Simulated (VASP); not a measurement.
# TcN2 (Fm-3m) in VASP: single point with r2SCAN

Aim: the single point of TcN2 with r2SCAN.

Program: VASP 6.6.1. These are calculated values, not measurements. Logs are shortened: lines on timing, memory, paths and dates and some standing lists are left out, and cuts for length are marked.

### 1 The cell of the first run

Symmetry: Fm-3m, No. 225, cubic system. Conventional cell: a = 4.889 Å, b = 4.889 Å, c = 4.889 Å, α = 90.00°, β = 90.00°, γ = 90.00°. Within 2.8 Å of Tc (site symmetry m-3m) lie 8 N at 2.12 Å. N (site symmetry -43m) has 4 Tc at 2.12 Å and 6 N at 2.44 Å within 2.8 Å.

### 2 Single point, r2SCAN

Input file POSCAR:

```
TcN2
1.0
    0.0000000000      2.4445490000      2.4445490000
    2.4445490000      0.0000000000      2.4445490000
    4.8890980000      4.8890980000      0.0000000000
Tc N
2 4
Direct
    0.0000000000      0.0000000000      0.0000000000
    0.0000000000      0.0000000000      0.5000000000
    0.7500000000      0.7500000000      0.3750000000
    0.2500000000      0.2500000000      0.1250000000
    0.7500000000      0.7500000000      0.8750000000
    0.2500000000      0.2500000000      0.6250000000
```

Input file INCAR.step1:

```
SYSTEM = TcN2
PREC = Accurate ; ENCUT = 660
ISMEAR = -1 ; SIGMA = 0.15
LREAL = .FALSE. ; LASPH = .TRUE.
NELM = 120 ; NBANDS = 32
GGA = PE ; ALGO = Normal
EDIFF = 1E-5 ; LWAVE = .TRUE.
LCHARG = .FALSE. ; GGA_COMPAT = .FALSE.
```

Input file INCAR.step2:

```
SYSTEM = TcN2
PREC = Accurate ; ENCUT = 660
EDIFF = 1E-6 ; ISMEAR = -1
SIGMA = 0.15 ; LREAL = .FALSE.
LASPH = .TRUE. ; NELM = 120
ALGO = Normal ; ISIF = 2
LWAVE = .FALSE. ; LCHARG = .FALSE.
METAGGA = R2SCAN ; LMIXTAU = .TRUE.
NBANDS = 32 ; ISTART = 1
GGA_COMPAT = .FALSE.
```

Input file KPOINTS:

```
Automatic mesh
0
G
  8 8 4
  0 0 0
```

Potentials or basis: VASP PAW PBE potentials, release 64 (Tc_pv, N).

Launch:

```sh
cat potpaw_PBE.64/Tc_pv/POTCAR potpaw_PBE.64/N/POTCAR > POTCAR
cp INCAR.step1 INCAR
mpirun -np 1 vasp_std > vasp.out
cp INCAR.step2 INCAR
mpirun -np 1 vasp_std > vasp.out
```

OUTCAR:

```text
SYSTEM = TcN2
   PREC = Accurate
   ENCUT = 660
   EDIFF = 1E-6
   ISMEAR = -1
   LREAL = .FALSE.
   LASPH = .TRUE.
   NELM = 120
   ISIF = 2
   METAGGA = R2SCAN
   ISTART = 1

 ion  position               nearest neighbor table
   1  0.000  0.000  0.000-   5 2.12   5 2.12   3 2.12   6 2.12   4 2.12   4 2.12   5 2.12   4 2.12

   2  0.000  0.000  0.500-   3 2.12   3 2.12   4 2.12   5 2.12   6 2.12   6 2.12   3 2.12   6 2.12

   3  0.750  0.750  0.375-   1 2.12   2 2.12   2 2.12   2 2.12
   4  0.250  0.250  0.125-   1 2.12   1 2.12   2 2.12   1 2.12
   5  0.750  0.750  0.875-   2 2.12   1 2.12   1 2.12   1 2.12
   6  0.250  0.250  0.625-   2 2.12   2 2.12   1 2.12   2 2.12

  LATTYP: Found a trigonal (rhomboedric) cell.
 ALAT       =     5.9878977012
 COS(alpha) =     0.8333333333

  Lattice vectors:

 A1 = (   4.8890980000,   2.4445490000,  -2.4445490000)
 A2 = (   2.4445490000,   2.4445490000,  -4.8890980000)
 A3 = (   2.4445490000,   4.8890980000,  -2.4445490000)

Analysis of symmetry for initial positions (statically):
=====================================================================
 Subroutine PRICEL returns following result:

  LATTYP: Found a face centered cubic cell.
 ALAT       =     4.8890980000

  Lattice vectors:

 A1 = (   0.0000000000,   2.4445490000,   2.4445490000)
 A2 = (   2.4445490000,   0.0000000000,   2.4445490000)
 A3 = (   2.4445490000,   2.4445490000,   0.0000000000)

   2 primitive cells build up your supercell.

 Routine SETGRP: Setting up the symmetry group for a
 trigonal (rhombohedral) supercell.

 Subroutine GETGRP returns: Found 12 space group operations
 (whereof 12 operations were pure point group operations)
 out of a pool of 12 trial point group operations.

The static configuration has the point symmetry D_3d.

Analysis of symmetry for dynamics (positions and initial velocities):
=====================================================================
 Subroutine PRICEL returns following result:

  LATTYP: Found a face centered cubic cell.
 ALAT       =     4.8890980000

  Lattice vectors:

 A1 = (   0.0000000000,   2.4445490000,   2.4445490000)
 A2 = (   2.4445490000,   0.0000000000,   2.4445490000)
[... 129 lines left out ...]
   LASPH  =      T    aspherical Exc in radial PAW
   ENCUT  =  660.0 eV  48.51 Ry    6.96 a.u.   7.24  7.24 14.48*2*pi/ulx,y,z
   NELM   =    120;   NELMIN=  2; NELMDL=  0     # of ELM steps
   EDIFF  = 0.1E-05   stopping-criterion for ELM
   LREAL  =      F    real-space projection
   EDIFFG = 0.1E-04   stopping-criterion for IOM
   NSW    =      0    number of steps for IOM
   IBRION =     -1    ionic relax: 0-MD 1-quasi-New 2-CG
   NFREE  =      0    steps in history (QN), initial steepest desc. (CG)
   ISIF   =      2    stress and relaxation
   ISYM   =      2    0-nonsym 1-usesym 2-fastsym
   POTIM  = 0.5000    time-step for ionic-motion
   TEBEG  =    0.0;   TEEND  =   0.0 temperature during run
   PSTRESS=    0.0 pullay stress
   NELECT =      46.0000    total number of electrons
   NUPDOWN=      -1.0000    fix difference up-down
   EMIN   =  10.00;   EMAX   =-10.00  energy-range for DOS
   EFERMI =   0.00;   METHOD = LEGACY
   ISMEAR =    -1;   SIGMA  =   0.15  broadening in eV -4-tet -1-fermi 0-gaus
   EFERMI_NEDOS =   21; number of points for ismear=-14 and -15
   IALGO  =     38    algorithm
   IMIX   =      4    mixing-type and parameters
     AMIX     =   0.40;   BMIX     =  1.00
     AMIX_MAG =   1.60;   BMIX_MAG =  1.00
  volume/ion in A,a.u.               =       9.74        65.72
  Fermi-wavevector in a.u.,A,eV,Ry     =   1.511618  2.856544 31.089159  2.284989
  Thomas-Fermi vector in A             =   2.621651
   LORBIT       =      0    0 simple, 1 ext, 2 COOP (PROOUT), +10 PAW based schemes
   METAGGA = R2SCAN    functional components
   LHFCALC =     F    Hartree Fock is set to
   AEXX    =    0.0000 exact exchange contribution
   IVDW    =     0    specifies the selected vdW correction
   LEPSILON=     F    determine dielectric tensor
   LRPA    =     F    only Hartree local field effects (RPA)
 non-spin polarized calculation
  energy-cutoff  :      660.00
  volume of cell :       58.43
 maximum number of plane-waves:      2297
 NGX is ok and might be reduce to    30
   NGX = 15   NGY = 15   NGZ = 29

 number of electron      46.0000003 magnetization

 Free energy of the ion-electron system (eV)
  ---------------------------------------------------
  ext. energy  EPLUGINS =         0.00000000
  ---------------------------------------------------
  free energy    TOTEN  =       -84.24844748 eV

  energy without entropy =      -83.88065967  energy(sigma->0) =      -84.06455357

 E-fermi :   8.8104     XC(G=0): -13.7258

 val. band max:        8.7721833968   @ k =  -0.2500   0.2500   0.0000
 cond. band min:       8.8225279852   @ k =  -0.3750   0.2500   0.0000
 fundamental gap:      0.0503445884
 Fermi energy:         8.8103528037

 k-point     1 :       0.0000    0.0000    0.0000
  band No.  band energies     occupation
      1     -32.3482      2.00000
      2     -32.1958      2.00000
      3     -32.1958      2.00000
      4     -32.1701      2.00000
      5     -32.1701      2.00000
      6     -32.1701      2.00000
[... 829 lines left out ...]
     31      13.9085      0.00000
     32      14.5662      0.00000

 [... further k-points ...]

------------------------ aborting loop because EDIFF is reached ----------------------------------------

  FORCE on cell =-STRESS in cart. coord.  units (eV):
  Direction    XX          YY          ZZ          XY          YZ          ZX
  --------------------------------------------------------------------------------------
  -------------------------------------------------------------------------------------
  Total       -3.2502216     -3.2502216     -3.2502216     -0.0000025      0.0000025      0.0000025
  in kB      -89.1183867    -89.1183867    -89.1183867     -0.0000676      0.0000676      0.0000676
  external PRESSURE =     -89.1183867 kB  Pullay stress =       0.0000000 kB

 VOLUME and BASIS-vectors are now :
 -----------------------------------------------------------------------------
  energy-cutoff  :      660.00
  volume of cell :       58.43
      direct lattice vectors                 reciprocal lattice vectors
     0.000000000  2.444549000  2.444549000    -0.204536706  0.204536706  0.204536706
     2.444549000  0.000000000  2.444549000     0.204536706 -0.204536706  0.204536706
     4.889098000  4.889098000  0.000000000     0.102268353  0.102268353 -0.102268353

 POSITION                                       TOTAL-FORCE (eV/Angst)
 -----------------------------------------------------------------------------------
      0.00000      0.00000      0.00000        -0.000000     -0.000000      0.000000
      2.44455      2.44455      0.00000        -0.000000     -0.000000      0.000000
      3.66682      3.66682      3.66682         0.000001      0.000001     -0.000001
      1.22227      1.22227      1.22227        -0.000001     -0.000001      0.000001
      6.11137      6.11137      3.66682         0.000001      0.000001     -0.000001
      3.66682      3.66682      1.22227        -0.000001     -0.000001      0.000001
 -----------------------------------------------------------------------------------
    total drift:                                0.000000     -0.000000     -0.000000

  FREE ENERGIE OF THE ION-ELECTRON SYSTEM (eV)
  ---------------------------------------------------
  free  energy   TOTEN  =       -84.2484474792 eV

  energy  without entropy=      -83.8806596691  energy(sigma->0) =      -84.06455357
```

OUTCAR.step1:

```text
SYSTEM = TcN2
   PREC = Accurate
   ENCUT = 660
   ISMEAR = -1
   LREAL = .FALSE.
   LASPH = .TRUE.
   NELM = 120
[... 1111 lines left out ...]
      1.22227      1.22227      1.22227         0.000001      0.000001     -0.000001
      6.11137      6.11137      3.66682        -0.000001     -0.000001      0.000001
      3.66682      3.66682      1.22227         0.000001      0.000001     -0.000001
 -----------------------------------------------------------------------------------
    total drift:                                0.000000      0.000000     -0.000000

  FREE ENERGIE OF THE ION-ELECTRON SYSTEM (eV)
  ---------------------------------------------------
  free  energy   TOTEN  =       -49.5260945145 eV

  energy  without entropy=      -49.1488126442  energy(sigma->0) =      -49.33745358
```

It took 5.2 min on 1 thread of Intel Xeon Platinum 8488C (Sapphire Rapids), shared host; peak memory 0.28 GiB.

Results:

| Item | Value |
| --- | --- |
| Free energy | -84.2484 eV |
| Pressure | -8.9 GPa |
| Band gap on the k mesh | zero (bands 23 and 24 overlap by 1.31 eV) |

Levels at points of the mesh, in eV from the Fermi level:
| k point | band 19 | band 20 | band 21 | band 22 | band 23 | band 24 | band 25 | band 26 | band 27 | band 28 |
| --- | --- | --- | --- | --- | --- | --- | --- | --- | --- | --- |
| (0.00, 0.00, 0.00) | -1.97 | -1.16 | -1.16 | -0.67 | -0.67 | 0.15 | 0.15 | 0.15 | 2.60 | 5.82 |
| (0.50, 0.00, 0.00) | -2.66 | -1.97 | -1.97 | -0.67 | -0.67 | -0.24 | 0.34 | 1.30 | 2.60 | 2.76 |
| (0.00, 0.00, 0.50) | -2.36 | -2.36 | -1.42 | -1.42 | 0.81 | 0.81 | 0.81 | 0.81 | 3.84 | 3.84 |
| (0.50, 0.00, 0.50) | -2.27 | -2.27 | -0.87 | -0.87 | -0.16 | -0.16 | 0.76 | 0.76 | 3.40 | 3.40 |

Caveat: the cell stands under tension; the PAW data sets were made with another functional, which shifts forces and pressure a little.
